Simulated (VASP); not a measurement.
# CaZn2 in VASP: notebook

CaZn2 is run at these levels: PBE; tasks: single point.

Program: VASP 6.6.1. These are calculated values, not measurements. Logs are shortened: lines on timing, memory, paths and dates and some standing lists are left out, and cuts for length are marked.

**1. The cell of the first run**

The cell holds a sheet with vacuum, 3 atoms: a = 4.454 Å, b = 4.454 Å, c = 17.000 Å, α = 90.00°, β = 90.00°, γ = 90.00°.

**2. Single point, PBE**

File INCAR:

```
ALGO = Normal
DIPOL = 0.5 0.5 0.500
EDIFF = 1E-6
ENCUT = 520
GGA = PE
IDIPOL = 3
ISIF = 2
ISMEAR = 0
LASPH = T
LCHARG = T
LDIPOL = T
LELF = T
LREAL = F
LVACPOTAV = T
LVHAR = T
LWAVE = F
NBANDS = 24
NELM = 80
PREC = Accurate
SIGMA = 0.1
```

File KPOINTS:

```
k-points
0
Gamma
  4 4 1
```

File POSCAR:

```
CaZn2
1.0
    4.4543257500      0.0000000000      0.0000000000
    0.0000000000      4.4543257500      0.0000000000
    0.0000000000      0.0000000000     17.0000000000
Ca Zn
1 2
Direct
    0.0000000000      0.0000000000      0.5000000000
    0.5000000000      0.5000000000      0.5853011100
    0.5000000000      0.5000000000      0.4146988900
```

Potentials or basis: VASP PAW PBE potentials, release 64 (Ca_sv, Zn).

On the command line:

```console
$ cat potpaw_PBE.64/Ca_sv/POTCAR potpaw_PBE.64/Zn/POTCAR > POTCAR
$ mpirun -np 1 vasp_std > vasp.out
```

OUTCAR:

```text
EDIFF = 1E-6
   ENCUT = 520
   GGA = PE
   ISIF = 2
   ISMEAR = 0
   LASPH = T
   LREAL = F
   NELM = 80
   PREC = Accurate

 ion  position               nearest neighbor table
   1  0.000  0.000  0.500-
   2  0.500  0.500  0.585-   3 2.90
   3  0.500  0.500  0.415-   2 2.90

  LATTYP: Found a simple tetragonal cell.
 ALAT       =     4.4543257500
 C/A-ratio  =     3.8165147666

  Lattice vectors:

 A1 = (   4.4543257500,   0.0000000000,   0.0000000000)
 A2 = (   0.0000000000,   4.4543257500,   0.0000000000)
 A3 = (   0.0000000000,   0.0000000000,  17.0000000000)

Analysis of symmetry for initial positions (statically):
=====================================================================
 Subroutine PRICEL returns:
 Original cell was already a primitive cell.

 Routine SETGRP: Setting up the symmetry group for a
 simple tetragonal supercell.

 Subroutine GETGRP returns: Found 16 space group operations
 (whereof 16 operations were pure point group operations)
 out of a pool of 16 trial point group operations.

The static configuration has the point symmetry D_4h.

Analysis of symmetry for dynamics (positions and initial velocities):
=====================================================================
 Subroutine PRICEL returns:
 Original cell was already a primitive cell.

 Routine SETGRP: Setting up the symmetry group for a
 simple tetragonal supercell.

 Subroutine GETGRP returns: Found 16 space group operations
 (whereof 16 operations were pure point group operations)
 out of a pool of 16 trial point group operations.

The dynamic configuration has the point symmetry D_4h.

 Subroutine INISYM returns: Found 16 space group operations
 (whereof 16 operations are pure point group operations),
 and found     1 'primitive' translations

----------------------------------------------------------------------------------------

                                     Primitive cell

  volume of cell :     337.2973

  direct lattice vectors                    reciprocal lattice vectors
     4.454325750  0.000000000  0.000000000     0.224500869  0.000000000  0.000000000
     0.000000000  4.454325750  0.000000000     0.000000000  0.224500869  0.000000000
     0.000000000  0.000000000 17.000000000     0.000000000  0.000000000  0.058823529

  length of vectors
     4.454325750  4.454325750 17.000000000     0.224500869  0.224500869  0.058823529

  position of ions in fractional coordinates (direct lattice)
     0.000000000  0.000000000  0.500000000
     0.500000000  0.500000000  0.585301110
     0.500000000  0.500000000  0.414698890

  ion indices of the primitive-cell ions
   primitive index   ion index
                 1           1
                 2           2
                 3           3

----------------------------------------------------------------------------------------

 KPOINTS: k-points

Automatic generation of k-mesh.
 Grid dimensions read from file:
 generate k-points for:    4    4    1

 Generating k-lattice:

  Cartesian coordinates                     Fractional coordinates (reciprocal lattice)
     0.056125217  0.000000000  0.000000000     0.250000000  0.000000000  0.000000000
     0.000000000  0.056125217  0.000000000     0.000000000  0.250000000  0.000000000
     0.000000000  0.000000000  0.058823529     0.000000000  0.000000000  1.000000000

  Length of vectors
     0.056125217  0.056125217  0.058823529

  Shift w.r.t. Gamma in fractional coordinates (k-lattice)
     0.000000000  0.000000000  0.000000000

 Subroutine IBZKPT returns following result:
 ===========================================

 Found      6 irreducible k-points:

 Following reciprocal coordinates:
            Coordinates               Weight
  0.000000  0.000000  0.000000      1.000000
  0.250000  0.000000  0.000000      4.000000
  0.500000  0.000000  0.000000      2.000000
  0.250000  0.250000  0.000000      4.000000
  0.500000  0.250000  0.000000      4.000000
  0.500000  0.500000  0.000000      1.000000
   k-points           NKPTS =      6   k-points in BZ     NKDIM =      6   number of bands    NBANDS=     24
   number of dos      NEDOS =    301   number of ions     NIONS =      3
   total plane-waves  NPLWV = 163296
   dimension x,y,z NGX =    36 NGY =   36 NGZ =  126
   dimension x,y,z NGXF=    72 NGYF=   72 NGZF=  252
   ions per type =               1   2
   NGX,Y,Z   is equivalent  to a cutoff of  13.44, 13.44, 12.32 a.u.
   NGXF,Y,Z  is equivalent  to a cutoff of  26.87, 26.87, 24.64 a.u.
 SYSTEM =  unknown system
   PREC   = accura    normal or accurate (medium, high low for compatibility)
   ISTART =      0    job   : 0-new  1-cont  2-samecut
   ICHARG =      2    charge: 1-file 2-atom 10-const
   ISPIN  =      1    spin polarized calculation?
   LNONCOLLINEAR =      F non collinear calculations
   LSORBIT =      F    spin-orbit coupling
   LASPH  =      T    aspherical Exc in radial PAW
   ENCUT  =  520.0 eV  38.22 Ry    6.18 a.u.   8.28  8.28 31.61*2*pi/ulx,y,z
   NELM   =     80;   NELMIN=  2; NELMDL= -5     # of ELM steps
   EDIFF  = 0.1E-05   stopping-criterion for ELM
   LREAL  =      F    real-space projection
   EDIFFG = 0.1E-04   stopping-criterion for IOM
   NSW    =      0    number of steps for IOM
   IBRION =     -1    ionic relax: 0-MD 1-quasi-New 2-CG
   NFREE  =      0    steps in history (QN), initial steepest desc. (CG)
   ISIF   =      2    stress and relaxation
   ISYM   =      2    0-nonsym 1-usesym 2-fastsym
   POTIM  = 0.5000    time-step for ionic-motion
   TEBEG  =    0.0;   TEEND  =   0.0 temperature during run
   PSTRESS=    0.0 pullay stress
   NELECT =      34.0000    total number of electrons
   NUPDOWN=      -1.0000    fix difference up-down
   EMIN   =  10.00;   EMAX   =-10.00  energy-range for DOS
   EFERMI =   0.00;   METHOD = LEGACY
   ISMEAR =     0;   SIGMA  =   0.10  broadening in eV -4-tet -1-fermi 0-gaus
   EFERMI_NEDOS =   21; number of points for ismear=-14 and -15
   IALGO  =     38    algorithm
   IMIX   =      4    mixing-type and parameters
     AMIX     =   0.40;   BMIX     =  1.00
     AMIX_MAG =   1.60;   BMIX_MAG =  1.00
  volume/ion in A,a.u.               =     112.43       758.73
  Fermi-wavevector in a.u.,A,eV,Ry     =   0.761898  1.439778  7.898027  0.580489
  Thomas-Fermi vector in A             =   1.861240
   LORBIT       =      0    0 simple, 1 ext, 2 COOP (PROOUT), +10 PAW based schemes
   GGA     = PE    functional components
   LHFCALC =     F    Hartree Fock is set to
   AEXX    =    0.0000 exact exchange contribution
   IVDW    =     0    specifies the selected vdW correction
   LEPSILON=     F    determine dielectric tensor
   LRPA    =     F    only Hartree local field effects (RPA)
 non-spin polarized calculation
 Gauss-broadening in eV      SIGMA  =   0.10
  energy-cutoff  :      520.00
  volume of cell :      337.30
 maximum number of plane-waves:      9155
 NGX is ok and might be reduce to    36
   NGX = 17   NGY = 17   NGZ = 63

 dipolmoment           0.000000      0.000000      0.000000 electrons x Angstroem

 number of electron      34.0000011 magnetization

 dipolmoment           0.000000      0.000000     -0.000000 electrons x Angstroem

 Free energy of the ion-electron system (eV)
  ---------------------------------------------------
  ext. energy  EPLUGINS =         0.00000000
  ---------------------------------------------------
  free energy    TOTEN  =        -2.80064016 eV

  energy without entropy =       -2.79955931  energy(sigma->0) =       -2.80009973

 E-fermi :  -2.0919     XC(G=0):  -3.1443

 val. band max:       -2.2719321770   @ k =   0.2500   0.2500   0.0000
 cond. band min:      -1.9392122711   @ k =   0.0000   0.0000   0.0000
 fundamental gap:      0.3327199059
 Fermi energy:        -2.0918537300

 k-point     1 :       0.0000    0.0000    0.0000
  band No.  band energies     occupation
      1     -44.6054      2.00000
      2     -25.6552      2.00000
      3     -25.5185      2.00000
      4     -25.5185      2.00000
      5      -9.2543      2.00000
      6      -9.1500      2.00000
[... 16 lines left out ...]
     23       0.6132      0.00000
     24       0.7108      0.00000

 k-point     2 :       0.2500    0.0000    0.0000
  band No.  band energies     occupation
      1     -44.6051      2.00000
      2     -25.6543      2.00000
      3     -25.5274      2.00000
      4     -25.5178      2.00000
      5      -9.2521      2.00000
      6      -9.1655      2.00000
[... 16 lines left out ...]
     23       0.8692      0.00000
     24       1.1660      0.00000

 k-point     3 :       0.5000    0.0000    0.0000
  band No.  band energies     occupation
      1     -44.6048      2.00000
      2     -25.6535      2.00000
      3     -25.5362      2.00000
      4     -25.5170      2.00000
      5      -9.2500      2.00000
      6      -9.1790      2.00000
[... 16 lines left out ...]
     23       0.6637      0.00000
     24       1.0935      0.00000

 k-point     4 :       0.2500    0.2500    0.0000
  band No.  band energies     occupation
      1     -44.6048      2.00000
      2     -25.6536      2.00000
      3     -25.5266      2.00000
      4     -25.5263      2.00000
      5      -9.2502      2.00000
      6      -9.1668      2.00000
[... 16 lines left out ...]
     23       0.5352      0.00000
     24       1.0773      0.00000

 k-point     5 :       0.5000    0.2500    0.0000
  band No.  band energies     occupation
      1     -44.6044      2.00000
      2     -25.6528      2.00000
      3     -25.5351      2.00000
      4     -25.5255      2.00000
      5      -9.2485      2.00000
      6      -9.1735      2.00000
[... 16 lines left out ...]
     23       0.8241      0.00000
     24       1.1483      0.00000

 k-point     6 :       0.5000    0.5000    0.0000
  band No.  band energies     occupation
      1     -44.6041      2.00000
      2     -25.6521      2.00000
      3     -25.5340      2.00000
      4     -25.5340      2.00000
      5      -9.2472      2.00000
      6      -9.1675      2.00000
[... 16 lines left out ...]
     23       1.1200      0.00000
     24       1.2415      0.00000

------------------------ aborting loop because EDIFF is reached ----------------------------------------

  FORCE on cell =-STRESS in cart. coord.  units (eV):
  Direction    XX          YY          ZZ          XY          YZ          ZX
  --------------------------------------------------------------------------------------
  -------------------------------------------------------------------------------------
  Total       -1.7866582     -1.7866582     -2.0522399      0.0000000      0.0000000     -0.0000000
  in kB       -8.4867066     -8.4867066     -9.7482318      0.0000000      0.0000000     -0.0000000
  external PRESSURE =      -8.9072150 kB  Pullay stress =       0.0000000 kB

 VOLUME and BASIS-vectors are now :
 -----------------------------------------------------------------------------
  energy-cutoff  :      520.00
  volume of cell :      337.30
      direct lattice vectors                 reciprocal lattice vectors
     4.454325750  0.000000000  0.000000000     0.224500869  0.000000000  0.000000000
     0.000000000  4.454325750  0.000000000     0.000000000  0.224500869  0.000000000
     0.000000000  0.000000000 17.000000000     0.000000000  0.000000000  0.058823529

 POSITION                                       TOTAL-FORCE (eV/Angst)
 -----------------------------------------------------------------------------------
      0.00000      0.00000      8.50000         0.000000      0.000000      0.000000
      2.22716      2.22716      9.95012        -0.000000     -0.000000     -0.706440
      2.22716      2.22716      7.04988         0.000000      0.000000      0.706440
 -----------------------------------------------------------------------------------
    total drift:                                0.000000      0.000000      0.000000

  FREE ENERGIE OF THE ION-ELECTRON SYSTEM (eV)
  ---------------------------------------------------
  free  energy   TOTEN  =        -2.8006401612 eV

  energy  without entropy=       -2.7995593084  energy(sigma->0) =       -2.80009973

 vacuum level on the upper side and lower side of the slab         1.351         1.351
```

Wall time 76 s (1 thread of Intel Xeon Platinum 8375C at 2.90GHz (Ice Lake), shared host); peak memory 0.41 GiB.

Results:

```yaml
Free_energy: -2.8006 eV
Largest_force: 0.706 eV/Å
Band_gap_on_the_k_mesh: zero (band 17 reaches -1.94 eV, above the bottom of band 18 at -2.44 eV)
```

Forces in eV/Å, atoms in the order of the input:
```
Ca   0.000  0.000  0.000
Zn   0.000  0.000 -0.706
Zn   0.000  0.000  0.706
```

Levels at points of the mesh, in eV from the Fermi level:
```tsv
k point	band 13	band 14	band 15	band 16	band 17	band 18	band 19	band 20	band 21	band 22
(0.00, 0.00, 0.00)	-6.91	-6.90	-5.33	-2.97	0.15	1.25	2.05	2.05	2.48	2.48
(0.50, 0.00, 0.00)	-6.91	-6.88	-4.28	-2.35	-1.73	0.60	1.28	1.47	1.89	2.61
(0.50, 0.50, 0.00)	-6.92	-6.87	-3.82	-1.38	-0.35	-0.35	0.51	0.51	1.62	1.81
```

**3. Single point, PBE**

This run uses another cell than the first one, of 171.69 Å³/atom, 1.527 times its volume.

File INCAR:

```
PREC = Accurate
ENCUT = 520
EDIFF = 1E-7
ISMEAR = 0
SIGMA = 0.1
LREAL = F
LASPH = T
NELM = 100
ALGO = Normal
ISIF = 2
LWAVE = F
LCHARG = F
LDIPOL = T
IDIPOL = 3
DIPOL = 0.5 0.5 0.287
GGA = PE
NBANDS = 24
```

File KPOINTS:

```
regular mesh
0
Gamma
  4 4 1
```

File POSCAR:

```
CaZn2
1.0
    4.1714440534      0.0000000000      0.0000000000
    0.0000000000      4.1714440534      0.0000000000
    0.0000000000      0.0000000000     29.6004754800
Ca Zn
1 2
Direct
    0.0000000000      0.0000000000      0.2871575494
    0.5000000000      0.5000000000      0.3298123662
    0.5000000000      0.5000000000      0.2445027326
```

Potentials or basis: VASP PAW PBE potentials, release 64 (Ca_sv, Zn).

On the command line:

```console
$ cat potpaw_PBE.64/Ca_sv/POTCAR potpaw_PBE.64/Zn/POTCAR > POTCAR
$ mpirun -np 1 vasp_std > vasp.out
```

OUTCAR:

```text
PREC = Accurate
   ENCUT = 520
   EDIFF = 1E-7
   ISMEAR = 0
   LREAL = F
   LASPH = T
   NELM = 100
   ISIF = 2
   GGA = PE

 ion  position               nearest neighbor table
   1  0.000  0.000  0.287-
   2  0.500  0.500  0.330-   3 2.53
   3  0.500  0.500  0.245-   2 2.53

  LATTYP: Found a simple tetragonal cell.
 ALAT       =     4.1714440534
 C/A-ratio  =     7.0959780597

  Lattice vectors:

 A1 = (   4.1714440534,   0.0000000000,   0.0000000000)
 A2 = (   0.0000000000,   4.1714440534,   0.0000000000)
 A3 = (   0.0000000000,   0.0000000000,  29.6004754800)

Analysis of symmetry for initial positions (statically):
=====================================================================
 Subroutine PRICEL returns:
 Original cell was already a primitive cell.

 Routine SETGRP: Setting up the symmetry group for a
 simple tetragonal supercell.

 Subroutine GETGRP returns: Found 16 space group operations
 (whereof  8 operations were pure point group operations)
 out of a pool of 16 trial point group operations.
[... 152 lines left out ...]

 E-fermi :  -2.8324     XC(G=0):  -1.8715

 val. band max:       -3.0068349511   @ k =   0.2500   0.2500   0.0000
 cond. band min:      -2.6903430148   @ k =   0.0000   0.0000   0.0000
 fundamental gap:      0.3164919363
 Fermi energy:        -2.8323654000

 k-point     1 :       0.0000    0.0000    0.0000
  band No.  band energies     occupation
      1     -44.6488      2.00000
      2     -25.7300      2.00000
      3     -25.5899      2.00000
      4     -25.5899      2.00000
      5     -10.2723      2.00000
      6     -10.0405      2.00000
[... 151 lines left out ...]
     23       1.2964      0.00000
     24       1.3008      0.00000

------------------------ aborting loop because EDIFF is reached ----------------------------------------

 vacuum level on the upper side and lower side of the slab       (xc-potential included)        -0.006        -0.006

  FORCE on cell =-STRESS in cart. coord.  units (eV):
  Direction    XX          YY          ZZ          XY          YZ          ZX
  --------------------------------------------------------------------------------------
  -------------------------------------------------------------------------------------
  Total        0.0168758      0.0168758      0.0184139      0.0000000      0.0000000      0.0000000
  in kB        0.0524932      0.0524932      0.0572778      0.0000000      0.0000000      0.0000000
  external PRESSURE =       0.0540881 kB  Pullay stress =       0.0000000 kB

 VOLUME and BASIS-vectors are now :
 -----------------------------------------------------------------------------
  energy-cutoff  :      520.00
  volume of cell :      515.08
      direct lattice vectors                 reciprocal lattice vectors
     4.171444053  0.000000000  0.000000000     0.239725138  0.000000000  0.000000000
     0.000000000  4.171444053  0.000000000     0.000000000  0.239725138  0.000000000
     0.000000000  0.000000000 29.600475480     0.000000000  0.000000000  0.033783241

 POSITION                                       TOTAL-FORCE (eV/Angst)
 -----------------------------------------------------------------------------------
      0.00000      0.00000      8.50000         0.000000      0.000000      0.000000
      2.08572      2.08572      9.76260         0.000000      0.000000      0.012359
      2.08572      2.08572      7.23740        -0.000000     -0.000000     -0.012359
 -----------------------------------------------------------------------------------
    total drift:                                0.000000      0.000000      0.000470

  FREE ENERGIE OF THE ION-ELECTRON SYSTEM (eV)
  ---------------------------------------------------
  free  energy   TOTEN  =        -3.0937536866 eV

  energy  without entropy=       -3.0924467774  energy(sigma->0) =       -3.09310023

 vacuum level on the upper side and lower side of the slab         0.866         0.866
```

It took 2.3 min on 1 thread of Intel Xeon Platinum 8375C at 2.90GHz (Ice Lake), shared host; peak memory 0.53 GiB.

Results:

```
Free energy            : -3.0938 eV
Largest force          : 0.012 eV/Å
Band gap on the k mesh : zero (band 17 reaches -2.69 eV, above the bottom of band 18 at -3.23 eV)
```

Forces in eV/Å, atoms in the order of the input:
```
Ca   0.000  0.000  0.000
Zn   0.000  0.000  0.012
Zn   0.000  0.000 -0.012
```

Caveat: the k points lie up to 0.38 Å⁻¹ apart.
